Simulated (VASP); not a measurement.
# Ti (R-3m) in VASP: notebook

Ti is run at these levels: PBE; tasks: electric field gradients.

Program: VASP 6.6.1. These are calculated values, not measurements. Logs are shortened: lines on timing, memory, paths and dates and some standing lists are left out, and cuts for length are marked.

**1. The cell of the first run**

It takes space group R-3m (No. 166, trigonal). The conventional cell has a = 4.572 Å, b = 4.572 Å, c = 2.928 Å, α = 90.00°, β = 90.00°, γ = 120.00°. Ti (site symmetry -3m) has 14 Ti at 2.81 to 3.28 Å within 3.7 Å.

**2. Electric field gradients, PBE (equal xy, yz and zx shear strains of +3 %)**

INCAR

```
SYSTEM = Ti
  PREC = Accurate
  ENCUT = 400
  EDIFF = 1E-8
  ISMEAR = -1
  SIGMA = 0.05
  LREAL = .FALSE.
  LASPH = .TRUE.
  NELM = 120
  ALGO = Normal
  ISIF = 2
  LWAVE = .FALSE.
  LCHARG = .FALSE.
  GGA = PE
  LEFG = .TRUE.
  NBANDS = 12
  GGA_COMPAT = .FALSE.
```

KPOINTS

```
Automatic mesh
0
G
  14 14 14
  0 0 0
```

POSCAR

```
Ti
1.0
   -1.5917700000      1.6410000000      1.6410000000
    1.6410000000     -1.5917700000      1.6410000000
    1.6410000000      1.6410000000     -1.5917700000
Ti
1
Direct
    0.0000000000      0.0000000000      0.0000000000
```

Potentials or basis: VASP PAW PBE potentials, release 64 (Ti_sv).

Run with:

```
> cat potpaw_PBE.64/Ti_sv/POTCAR > POTCAR
> mpirun -np 1 vasp_std > vasp.out
```

OUTCAR:

```text
SYSTEM = Ti
   PREC = Accurate
   ENCUT = 400
   EDIFF = 1E-8
   ISMEAR = -1
   LREAL = .FALSE.
   LASPH = .TRUE.
   NELM = 120
   ISIF = 2
   GGA = PE

 ion  position               nearest neighbor table
   1  0.000  0.000  0.000-

  LATTYP: Found a trigonal (rhomboedric) cell.
 ALAT       =     2.8141595074
 COS(alpha) =    -0.3196300452

  Lattice vectors:

 A1 = (  -1.5917700000,   1.6410000000,   1.6410000000)
 A2 = (   1.6410000000,  -1.5917700000,   1.6410000000)
 A3 = (   1.6410000000,   1.6410000000,  -1.5917700000)

Analysis of symmetry for initial positions (statically):
=====================================================================
 Subroutine PRICEL returns:
 Original cell was already a primitive cell.

 Routine SETGRP: Setting up the symmetry group for a
 trigonal (rhombohedral) supercell.

 Subroutine GETGRP returns: Found 12 space group operations
 (whereof 12 operations were pure point group operations)
 out of a pool of 12 trial point group operations.

The static configuration has the point symmetry D_3d.

Analysis of symmetry for dynamics (positions and initial velocities):
=====================================================================
 Subroutine PRICEL returns:
 Original cell was already a primitive cell.

 Routine SETGRP: Setting up the symmetry group for a
 trigonal (rhombohedral) supercell.

 Subroutine GETGRP returns: Found 12 space group operations
 (whereof 12 operations were pure point group operations)
 out of a pool of 12 trial point group operations.

The dynamic configuration has the point symmetry D_3d.

 Subroutine INISYM returns: Found 12 space group operations
 (whereof 12 operations are pure point group operations),
 and found     1 'primitive' translations

----------------------------------------------------------------------------------------

                                     Primitive cell

  volume of cell :      17.6643

  direct lattice vectors                    reciprocal lattice vectors
    -1.591770000  1.641000000  1.641000000    -0.009009677  0.300322567  0.300322567
     1.641000000 -1.591770000  1.641000000     0.300322567 -0.009009677  0.300322567
     1.641000000  1.641000000 -1.591770000     0.300322567  0.300322567 -0.009009677

  length of vectors
     2.814159507  2.814159507  2.814159507     0.424815799  0.424815799  0.424815799

  position of ions in fractional coordinates (direct lattice)
     0.000000000  0.000000000  0.000000000

  ion indices of the primitive-cell ions
   primitive index   ion index
                 1           1

----------------------------------------------------------------------------------------

 KPOINTS: Automatic mesh

Automatic generation of k-mesh.
 Grid dimensions read from file:
 generate k-points for:   14   14   14

 Generating k-lattice:

  Cartesian coordinates                     Fractional coordinates (reciprocal lattice)
    -0.000643548  0.021451612  0.021451612     0.071428571  0.000000000  0.000000000
     0.021451612 -0.000643548  0.021451612     0.000000000  0.071428571  0.000000000
     0.021451612  0.021451612 -0.000643548     0.000000000  0.000000000  0.071428571

  Length of vectors
     0.030343986  0.030343986  0.030343986

  Shift w.r.t. Gamma in fractional coordinates (k-lattice)
     0.000000000  0.000000000  0.000000000

 Subroutine IBZKPT returns following result:
 ===========================================

 Found    288 irreducible k-points:

 Following reciprocal coordinates:
            Coordinates               Weight
  0.000000  0.000000  0.000000      1.000000
  0.071429  0.000000  0.000000      6.000000
  0.142857 -0.000000 -0.000000      6.000000
  0.214286  0.000000  0.000000      6.000000
  0.285714 -0.000000 -0.000000      6.000000
  0.357143 -0.000000 -0.000000      6.000000
[... 16 lines left out ...]
  0.214286  0.142857 -0.000000     12.000000
  0.285714  0.142857 -0.000000     12.000000
 [... further k-points ...]
   k-points           NKPTS =    288   k-points in BZ     NKDIM =    288   number of bands    NBANDS=     12
   number of dos      NEDOS =    301   number of ions     NIONS =      1
   total plane-waves  NPLWV =   5832
   dimension x,y,z NGX =    18 NGY =   18 NGZ =   18
   dimension x,y,z NGXF=    36 NGYF=   36 NGZF=   36
   ions per type =               1
   NGX,Y,Z   is equivalent  to a cutoff of  10.63, 10.63, 10.63 a.u.
   NGXF,Y,Z  is equivalent  to a cutoff of  21.27, 21.27, 21.27 a.u.
 SYSTEM =  Ti
   PREC   = accura    normal or accurate (medium, high low for compatibility)
   ISTART =      0    job   : 0-new  1-cont  2-samecut
   ICHARG =      2    charge: 1-file 2-atom 10-const
   ISPIN  =      1    spin polarized calculation?
   LNONCOLLINEAR =      F non collinear calculations
   LSORBIT =      F    spin-orbit coupling
   LASPH  =      T    aspherical Exc in radial PAW
   ENCUT  =  400.0 eV  29.40 Ry    5.42 a.u.   4.59  4.59  4.59*2*pi/ulx,y,z
   NELM   =    120;   NELMIN=  2; NELMDL= -5     # of ELM steps
   EDIFF  = 0.1E-07   stopping-criterion for ELM
   LREAL  =      F    real-space projection
   EDIFFG = 0.1E-06   stopping-criterion for IOM
   NSW    =      0    number of steps for IOM
   IBRION =     -1    ionic relax: 0-MD 1-quasi-New 2-CG
   NFREE  =      0    steps in history (QN), initial steepest desc. (CG)
   ISIF   =      2    stress and relaxation
   ISYM   =      2    0-nonsym 1-usesym 2-fastsym
   POTIM  = 0.5000    time-step for ionic-motion
   TEBEG  =    0.0;   TEEND  =   0.0 temperature during run
   PSTRESS=    0.0 pullay stress
   NELECT =      12.0000    total number of electrons
   NUPDOWN=      -1.0000    fix difference up-down
   EMIN   =  10.00;   EMAX   =-10.00  energy-range for DOS
   EFERMI =   0.00;   METHOD = LEGACY
   ISMEAR =    -1;   SIGMA  =   0.05  broadening in eV -4-tet -1-fermi 0-gaus
   EFERMI_NEDOS =   21; number of points for ismear=-14 and -15
   IALGO  =     38    algorithm
   IMIX   =      4    mixing-type and parameters
     AMIX     =   0.40;   BMIX     =  1.00
     AMIX_MAG =   1.60;   BMIX_MAG =  1.00
  volume/ion in A,a.u.               =      17.66       119.20
  Fermi-wavevector in a.u.,A,eV,Ry     =   1.439141  2.719583 28.179403  2.071128
  Thomas-Fermi vector in A             =   2.558030
   LORBIT       =      0    0 simple, 1 ext, 2 COOP (PROOUT), +10 PAW based schemes
   GGA     = PE    functional components
   LHFCALC =     F    Hartree Fock is set to
   AEXX    =    0.0000 exact exchange contribution
   IVDW    =     0    specifies the selected vdW correction
   LEPSILON=     F    determine dielectric tensor
   LRPA    =     F    only Hartree local field effects (RPA)
 non-spin polarized calculation
  energy-cutoff  :      400.00
  volume of cell :       17.66
 maximum number of plane-waves:       340
   NGX =  9   NGY =  9   NGZ =  9

 number of electron      12.0000000 magnetization

 Free energy of the ion-electron system (eV)
  ---------------------------------------------------
  ext. energy  EPLUGINS =         0.00000000
  ---------------------------------------------------
  free energy    TOTEN  =        -7.71713971 eV

  energy without entropy =       -7.69688909  energy(sigma->0) =       -7.70701440

 E-fermi :   7.9124     XC(G=0): -11.4134

 val. band max:        7.9097197901   @ k =   0.2857   0.1429  -0.0000
 cond. band min:       7.9163941565   @ k =  -0.4286   0.3571   0.1429
 fundamental gap:      0.0066743664
 Fermi energy:         7.9123554505

 k-point     1 :       0.0000    0.0000    0.0000
  band No.  band energies     occupation
      1     -48.6379      2.00000
      2     -24.5547      2.00000
      3     -24.5032      2.00000
      4     -24.5032      2.00000
      5       2.0295      2.00000
      6       8.7251      0.00000
      7       8.7251      0.00000
      8       9.1784      0.00000
      9      10.6373      0.00000
     10      10.6373      0.00000
     11      24.9036      0.00000
     12      24.9036      0.00000

 k-point     2 :       0.0714    0.0000    0.0000
  band No.  band energies     occupation
      1     -48.6326      2.00000
      2     -24.5777      2.00000
      3     -24.5205      2.00000
      4     -24.5036      2.00000
      5       2.1949      2.00000
      6       8.6567      0.00000
      7       8.7333      0.00000
      8       9.2478      0.00000
      9      10.5705      0.00000
     10      10.6440      0.00000
     11      24.6098      0.00000
     12      24.9745      0.00000

 k-point     3 :       0.1429   -0.0000   -0.0000
  band No.  band energies     occupation
      1     -48.6171      2.00000
      2     -24.6567      2.00000
      3     -24.5534      2.00000
      4     -24.5046      2.00000
      5       2.6741      2.00000
      6       8.4696      0.00003
      7       8.6493      0.00000
      8       9.5235      0.00000
      9      10.4523      0.00000
     10      10.6705      0.00000
     11      23.6619      0.00000
     12      24.8770      0.00000
[... 286 lines left out ...]
 k-point    23 :       0.2143    0.1429   -0.0000
  band No.  band energies     occupation
      1     -48.5621      2.00000
      2     -24.9021      2.00000
      3     -24.6590      2.00000
      4     -24.5463      2.00000
      5       4.6192      2.00000
      6       7.8478      1.56849
      7       7.9843      0.38337
      8      10.3018      0.00000
      9      10.9548      0.00000
     10      11.1108      0.00000
     11      20.4685      0.00000
     12      21.6688      0.00000

 k-point    24 :       0.2857    0.1429   -0.0000
  band No.  band energies     occupation
      1     -48.5403      2.00000
      2     -24.9953      2.00000
      3     -24.7080      2.00000
      4     -24.5505      2.00000
      5       5.3693      2.00000
      6       7.6643      1.98609
      7       7.9097      1.02635
      8      10.4307      0.00000
      9      11.0618      0.00000
     10      11.7712      0.00000
     11      18.5476      0.00000
     12      20.9937      0.00000

 [... further k-points ...]
[... 5 lines left out ...]
  --------------------------------------------------------------------------------------
  -------------------------------------------------------------------------------------
  Total       -0.3612127     -0.3612127     -0.3612127     -0.1475146     -0.1475146     -0.1475146
  in kB      -32.7625900    -32.7625900    -32.7625900    -13.3798212    -13.3798212    -13.3798212
  external PRESSURE =     -32.7625900 kB  Pullay stress =       0.0000000 kB

 VOLUME and BASIS-vectors are now :
 -----------------------------------------------------------------------------
  energy-cutoff  :      400.00
  volume of cell :       17.66
      direct lattice vectors                 reciprocal lattice vectors
    -1.591770000  1.641000000  1.641000000    -0.009009677  0.300322567  0.300322567
     1.641000000 -1.591770000  1.641000000     0.300322567 -0.009009677  0.300322567
     1.641000000  1.641000000 -1.591770000     0.300322567  0.300322567 -0.009009677

 POSITION                                       TOTAL-FORCE (eV/Angst)
 -----------------------------------------------------------------------------------
      0.00000      0.00000      0.00000         0.000000     -0.000000      0.000000
 -----------------------------------------------------------------------------------
    total drift:                                0.000000     -0.000000      0.000000

  FREE ENERGIE OF THE ION-ELECTRON SYSTEM (eV)
  ---------------------------------------------------
  free  energy   TOTEN  =        -7.7171397141 eV

  energy  without entropy=       -7.6968890913  energy(sigma->0) =       -7.70701440

 Electric field gradients (V/A^2)
---------------------------------------------------------------------
 ion       V_xx      V_yy      V_zz      V_xy      V_xz      V_yz
---------------------------------------------------------------------
   1       0.000     0.000    -0.000    -5.669    -5.669    -5.669
---------------------------------------------------------------------

 Electric field gradients after diagonalization (V/A^2)
 (convention: |V_zz| > |V_xx| > |V_yy|)
----------------------------------------------------------------------
 ion       V_xx      V_yy      V_zz     asymmetry (V_yy - V_xx)/ V_zz
----------------------------------------------------------------------
   1       5.669     5.669   -11.339       0.000
----------------------------------------------------------------------

           NMR quadrupolar parameters

 Cq : quadrupolar parameter    Cq=e*Q*V_zz/h
 eta: asymmetry parameters     (V_yy - V_xx)/ V_zz
 Q  : nuclear electric quadrupole moment in mb (millibarn)
----------------------------------------------------------------------
 ion       Cq(MHz)       eta       Q (mb)
----------------------------------------------------------------------
   1      -0.027       0.000       1.000
----------------------------------------------------------------------
```

It took 63 s on 1 thread of AMD EPYC 7R43 (Zen 3), shared host; peak memory 0.11 GiB.

Results:

```
Free energy                             : -7.7171 eV
Pressure                                : -3.3 GPa
Band gap on the k mesh                  : zero (bands 6 and 7 overlap by 1.41 eV)
Largest electric field gradient by atom : Ti -11.3 V/Å²
```

Electric field gradients, principal values (V/Å²):
| atom | least | middle | greatest (by size) |
| --- | --- | --- | --- |
| 1 Ti | 5.669 | 5.669 | -11.339 |

Caveat: the cell differs from its parent crystal (equal xy, yz and zx shear strains of +3 %); the cell stands under tension; without QUAD_EFG the Cq values of the log hold for a quadrupole moment of 1 mb, not for the nuclei.

(Part 1 of 2 ends here.)
